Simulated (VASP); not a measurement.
# Mg (P6_3/mmc) in VASP: a series of runs, part 2 of 2

VASP 6.6.1. The steps go on from the part before.

## Step 4: Single point, PBEsol

This run uses another cell than the first one, of 19.25 Å³/atom, 1.137 times its volume.

INCAR

```
SYSTEM = Mg
ALGO = Fast
EDIFF = 1E-6
ENCUT = 520
GGA = PS
ISIF = 2
ISMEAR = 0
LASPH = .TRUE.
LCHARG = .TRUE.
LELF = .TRUE.
LREAL = .FALSE.
LVHAR = .TRUE.
LWAVE = .FALSE.
NBANDS = 9
NELM = 100
PREC = Accurate
SIGMA = 0.1
```

KPOINTS

```
k-points
0
G
  9 9 4
  0 0 0
```

POSCAR

```
Mg
1.0
    3.0083543358      0.0000000000      0.0000000000
   -1.5041771679      2.6053112784      0.0000000000
    0.0000000000      0.0000000000      4.9128122315
Mg
2
Direct
    0.3333333333      0.6666666667      0.2500000000
    0.6666666667      0.3333333333      0.7500000000
```

Potentials or basis: VASP PAW PBE potentials, release 64 (Mg).

Command:

```sh
> cat potpaw_PBE.64/Mg/POTCAR > POTCAR
> mpirun -np 1 vasp_std > vasp.out
```

OUTCAR:

```text
SYSTEM = Mg
   EDIFF = 1E-6
   ENCUT = 520
   GGA = PS
   ISIF = 2
   ISMEAR = 0
   LASPH = .TRUE.
   LREAL = .FALSE.
   NELM = 100
   PREC = Accurate

 ion  position               nearest neighbor table
   1  0.333  0.667  0.250-   2 3.01   2 3.01   2 3.01   2 3.01   2 3.01   2 3.01
   2  0.667  0.333  0.750-   1 3.01   1 3.01   1 3.01   1 3.01   1 3.01   1 3.01

  LATTYP: Found a hexagonal cell.
 ALAT       =     3.0083543358
 C/A-ratio  =     1.6330563767

  Lattice vectors:

 A1 = (   3.0083543358,   0.0000000000,   0.0000000000)
 A2 = (  -1.5041771679,   2.6053112784,   0.0000000000)
 A3 = (   0.0000000000,   0.0000000000,   4.9128122315)

Analysis of symmetry for initial positions (statically):
=====================================================================
 Subroutine PRICEL returns:
 Original cell was already a primitive cell.

 Routine SETGRP: Setting up the symmetry group for a
 hexagonal supercell.

 Subroutine GETGRP returns: Found 24 space group operations
 (whereof 12 operations were pure point group operations)
 out of a pool of 24 trial point group operations.

The static configuration has the point symmetry D_3d.
 The point group associated with its full space group is D_6h.

Analysis of symmetry for dynamics (positions and initial velocities):
=====================================================================
 Subroutine PRICEL returns:
 Original cell was already a primitive cell.

 Routine SETGRP: Setting up the symmetry group for a
 hexagonal supercell.

 Subroutine GETGRP returns: Found 24 space group operations
 (whereof 12 operations were pure point group operations)
 out of a pool of 24 trial point group operations.

The dynamic configuration has the point symmetry D_3d.
 The point group associated with its full space group is D_6h.

 Subroutine INISYM returns: Found 24 space group operations
 (whereof 12 operations are pure point group operations),
 and found     1 'primitive' translations

----------------------------------------------------------------------------------------
[... 115 lines left out ...]
  Fermi-wavevector in a.u.,A,eV,Ry     =   0.769583  1.454300  8.058151  0.592257
  Thomas-Fermi vector in A             =   1.870603
   LORBIT       =      0    0 simple, 1 ext, 2 COOP (PROOUT), +10 PAW based schemes
   GGA     = PS    functional components
   LHFCALC =     F    Hartree Fock is set to
   AEXX    =    0.0000 exact exchange contribution
   IVDW    =     0    specifies the selected vdW correction
   LEPSILON=     F    determine dielectric tensor
   LRPA    =     F    only Hartree local field effects (RPA)
 non-spin polarized calculation
 RMM-DIIS sequential band-by-band and
 Gauss-broadening in eV      SIGMA  =   0.10
  energy-cutoff  :      520.00
  volume of cell :       38.51
 maximum number of plane-waves:      1053
 NGX is ok and might be reduce to    24
   NGX = 11   NGY = 11   NGZ = 19

 number of electron       4.0000000 magnetization

 Free energy of the ion-electron system (eV)
  ---------------------------------------------------
  ext. energy  EPLUGINS =         0.00000000
  ---------------------------------------------------
  free energy    TOTEN  =        -3.30084864 eV

  energy without entropy =       -3.29527920  energy(sigma->0) =       -3.29806392

 E-fermi :   3.4083     XC(G=0):  -9.1047

 val. band max:        3.3746730663   @ k =   0.4444   0.1111   0.5000
 cond. band min:       3.6810079880   @ k =   0.4444  -0.0000   0.2500
 fundamental gap:      0.3063349217
 Fermi energy:         3.4083100834

 k-point     1 :       0.0000    0.0000    0.0000
  band No.  band energies     occupation
      1      -4.1491      2.00000
      2       1.5586      2.00000
      3       2.2841      2.00000
      4      15.6181      0.00000
      5      15.6181      0.00000
      6      16.1274      0.00000
      7      16.1274      0.00000
      8      16.4087      0.00000
      9      18.7759      0.00000
[... 265 lines left out ...]
 k-point    24 :       0.3333    0.3333    0.2500
  band No.  band energies     occupation
      1       3.0960      1.99999
      2       3.2920      1.90000
      3       3.2920      1.90000
      4       5.9439      0.00000
      5       6.7205      0.00000
      6       6.7205      0.00000
      7      11.6873      0.00000
      8      12.9034      0.00000
      9      12.9034      0.00000

 [... further k-points ...]
[... 5 lines left out ...]
  --------------------------------------------------------------------------------------
  -------------------------------------------------------------------------------------
  Total        1.9339475      1.9339475      1.9563898      0.0000000      0.0000000      0.0000000
  in kB       80.4704600     80.4704600     81.4042716      0.0000000      0.0000000      0.0000000
  external PRESSURE =      80.7817305 kB  Pullay stress =       0.0000000 kB

 VOLUME and BASIS-vectors are now :
 -----------------------------------------------------------------------------
  energy-cutoff  :      520.00
  volume of cell :       38.51
      direct lattice vectors                 reciprocal lattice vectors
     3.008354336  0.000000000  0.000000000     0.332407652  0.191915647  0.000000000
    -1.504177168  2.605311278  0.000000000     0.000000000  0.383831294  0.000000000
     0.000000000  0.000000000  4.912812232     0.000000000  0.000000000  0.203549404

 POSITION                                       TOTAL-FORCE (eV/Angst)
 -----------------------------------------------------------------------------------
     -0.00000      1.73687      1.22820         0.000000      0.000000      0.000000
      1.50418      0.86844      3.68461        -0.000000      0.000000      0.000000
 -----------------------------------------------------------------------------------
    total drift:                                0.000000     -0.000000      0.000000

  FREE ENERGIE OF THE ION-ELECTRON SYSTEM (eV)
  ---------------------------------------------------
  free  energy   TOTEN  =        -3.3008486406 eV

  energy  without entropy=       -3.2952791984  energy(sigma->0) =       -3.29806392
```

OSZICAR:

```text
N       E                     dE             d eps       ncg     rms          rms(c)
DAV:   1    -0.354820436888E+00   -0.35482E+00   -0.13712E+03   648   0.319E+02
DAV:   2    -0.329323743972E+01   -0.29384E+01   -0.28789E+01   875   0.286E+01
DAV:   3    -0.332344117140E+01   -0.30204E-01   -0.29527E-01   859   0.261E+00
DAV:   4    -0.332355306094E+01   -0.11189E-03   -0.11188E-03   856   0.155E-01
DAV:   5    -0.332355365565E+01   -0.59471E-06   -0.59458E-06   815   0.100E-02    0.939E-01
RMM:   6    -0.331098330491E+01    0.12570E-01   -0.20394E-04   655   0.112E-01    0.596E-01
RMM:   7    -0.330085755240E+01    0.10126E-01   -0.94029E-04   674   0.218E-01    0.277E-02
RMM:   8    -0.330084909296E+01    0.84594E-05   -0.51538E-05   707   0.537E-02    0.603E-03
RMM:   9    -0.330084864062E+01    0.45234E-06   -0.30663E-06   742   0.115E-02
   1 F= -.33008486E+01 E0= -.32980639E+01  d E =-.556944E-02
```

Run time: 6.1 s. Hardware: 1 thread of Intel Xeon Platinum 8559C (Emerald Rapids), shared host; peak memory 0.15 GiB.

Results:

```yaml
Free_energy: -3.3008 eV
Pressure: 8.1 GPa
Band_gap_on_the_k_mesh: zero (band 2 reaches 4.52 eV, above the bottom of band 3 at 2.28 eV)
```

Caveat: the PAW data sets were made with another functional, which shifts forces and pressure a little.

## Step 5: The runs side by side

```tsv
task	cell	k mesh	cutoff (eV)	smearing	gap on the mesh (eV)	pressure (GPa)
single point	a = 2.892, b = 2.892, c = 4.675 Å, angles 90.0, 90.0, 120.0°, 2 atoms	18 × 18 × 10	520	fermi-dirac 0.1 eV	none	18.9
relaxation of cell and atoms	relaxed to 18.6 GPa from a = 2.885, b = 2.885, c = 4.699 Å, angles 90.0, 90.0, 120.0°, 2 atoms	18 × 18 × 10	600	fermi-dirac 0.1 eV	none	18.6
single point	a = 3.008, b = 3.008, c = 4.913 Å, angles 90.0, 90.0, 120.0°, 2 atoms	9 × 9 × 4	520	gaussian 0.1 eV	none	8.1
```

Alike in all rows: level PBEsol; potentials or basis VASP PAW PBE potentials, release 64 (Mg); no spin polarisation.

Caveats: the PAW data sets were made with another functional, which shifts forces and pressure a little; the cell is relaxed towards a set pressure, so the enthalpy falls and the energy may rise (some runs).

Absolute energies hang on the potentials; compare differences alone.
